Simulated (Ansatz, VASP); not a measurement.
## Two plane-wave programs on BaTiO3

```
Ba Ti O
1.0
     3.96987    0.00000    0.00000
     0.00000    3.96987    0.00000
     0.00000    0.00000    4.08897
Ba Ti O
1 1 3
Direct
  0.50000 0.50000 0.50000
  0.00000 0.00000 0.00000
  0.50000 0.00000 0.00000
  0.00000 0.50000 0.00000
  0.00000 0.00000 0.50000
```

Change from the starting cell: strain along c alone, the other axes held, atoms relaxed: +3.0 %.

Alike in both runs: task single point; functional PBEsol; k mesh 8 × 8 × 8; occupations gaussian, width 0.02 eV; no spin polarisation.

|  | VASP | Ansatz |
| --- | --- | --- |
| version | VASP 6.6.1 | Ansatz 0.2.0 |
| potentials or method | VASP PAW PBE potentials, release 64 (Ba_sv, Ti_sv, O_h), cutoff 1340 eV | scalar-relativistic, plane waves, PAW |
| valence electrons in the cell | 40 | 40 |

|  | VASP | Ansatz | Ansatz less VASP |
| --- | --- | --- | --- |
| gap on the k mesh at the Fermi level (eV) | 1.64 | 1.69 | +0.057 |
| least direct gap on the mesh (eV) | 1.81 | 1.84 | +0.027 |
| pressure (GPa) | -3.2 | -4.8 | -1.63 |
| traceless stress, the component that is largest in VASP (GPa) | -3.56 | -3.43 | +0.135 |

VASP's potentials were made for PBE, not for PBEsol.

Spin-orbit coupling is off throughout.
